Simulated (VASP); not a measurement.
Wanted: the native input for a VASP 6.6.1 run.

| Quantity | Value |
| --- | --- |
| Task | single point |
| Functional | PBE |
| Potentials or basis | VASP PAW PBE potentials, release 64 (In_d, As) |
| Cutoff | 520 eV |
| k mesh | 8 × 8 × 8 |
| Occupations | fermi-dirac, width 0.02 eV |
| Spin | no spin polarisation |
| Dipole correction | no |
| Further INCAR settings | ALGO = Normal; EDIFF = 1e-06; NBANDS = 16 |

The structure of InAs lies in POSCAR:

```
InAs
1.0
    0.0000000000      3.1462281829      3.1462281829
    3.1462281829      0.0000000000      3.1462281829
    3.1462281829      3.1462281829      0.0000000000
In As
1 1
Direct
    0.0000000000      0.0000000000      0.0000000000
    0.2500000000      0.2500000000      0.2500000000
```

This cell differs from its parent crystal: strain +3.0%.

One way to write it, as run:

INCAR

```
PREC = Accurate
ENCUT = 520
EDIFF = 1E-6
ISMEAR = -1
SIGMA = 0.02
LREAL = False
LASPH = True
NELM = 100
ALGO = Normal
ISIF = 2
LWAVE = False
LCHARG = True
GGA = PE
LELF = True
LVHAR = True
NBANDS = 16
```

KPOINTS

```
Automatic mesh
0
Gamma
  8 8 8
```

Potentials or basis: VASP PAW PBE potentials, release 64 (In_d, As).

Run with:

```sh
$ cat potpaw_PBE.64/In_d/POTCAR potpaw_PBE.64/As/POTCAR > POTCAR
$ mpirun -np 1 vasp_std > vasp.out
```

It gave:

- Pressure: -2.2 GPa
- Band gap on the k mesh: zero (filled and empty bands touch)

Caveat: the cell differs from its parent crystal (strain +3.0%); spin-orbit coupling is left out, which moves the levels of the heavy elements.

It took 24 s on 1 thread of Intel Xeon 6975P-C, with other jobs on the host, peak memory 0.21 GiB.
